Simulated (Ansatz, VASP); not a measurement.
# Nb in VASP and in Ansatz

The input INCAR:

```
ALGO = Normal
EDIFF = 1E-8
ENCUT = 520
GGA = CA
ISIF = 2
ISMEAR = -1
LASPH = T
LCHARG = F
LEFG = T
LREAL = F
LWAVE = F
NBANDS = 12
NELM = 60
PREC = Accurate
SIGMA = 0.03
```

File KPOINTS:

```
k-points
0
Gamma
  13 13 13
```

The input POSCAR:

```
Nb
1.0
    0.0000000000      2.1079263686      2.1079263686
    2.1079263686      0.0000000000      2.1079263686
    2.1079263686      2.1079263686      0.0000000000
Nb
1
Direct
    0.0000000000      0.0000000000      0.0000000000
```

Input for Ansatz:

```yaml
crystal:
  lattice:
    - [0.0, 2.1079263686, 2.1079263686]
    - [2.1079263686, 0.0, 2.1079263686]
    - [2.1079263686, 2.1079263686, 0.0]
  atoms:
    - { symbol: Nb, position: [0.0, 0.0, 0.0] }
kpoints:
  mp_grid: { grid: [13, 13, 13] }
scf:
  occupations: { method: fermi_dirac, width: 0.03 }
hamiltonian:
  xc: lda
  pseudopotentials: { kind: paw }
output:
  forces: true
  stress: true
  eigenvalues: true
  efg: { contact_densities: true }
  write_density: true
  write_potential: true
  elf: true
  volumetric_format: npy
```

Change from the starting cell: volume scaled by 0.99, PAW files.

Alike in both runs: task electric field gradients; functional LDA; k mesh 13 × 13 × 13; occupations fermi-dirac, width 0.03 eV; no spin polarisation.

|  | VASP | Ansatz |
| --- | --- | --- |
| version | VASP 6.6.1 | Ansatz 0.2.0 |
| potentials or method | VASP PAW LDA potentials, release 64 (Nb_sv) | PAW with Ansatz's default frozen-core files, scalar-relativistic |
| plane-wave cutoff (eV) | 520 | 420 |
| valence electrons in the cell | 13 | 13 |

|  | VASP | Ansatz | Ansatz less VASP |
| --- | --- | --- | --- |
| pressure (GPa) | -8.9 | -8.8 | +0.11 |

LDA's correlation is that of Perdew and Zunger in VASP and of Perdew and Wang (1992) in Ansatz.
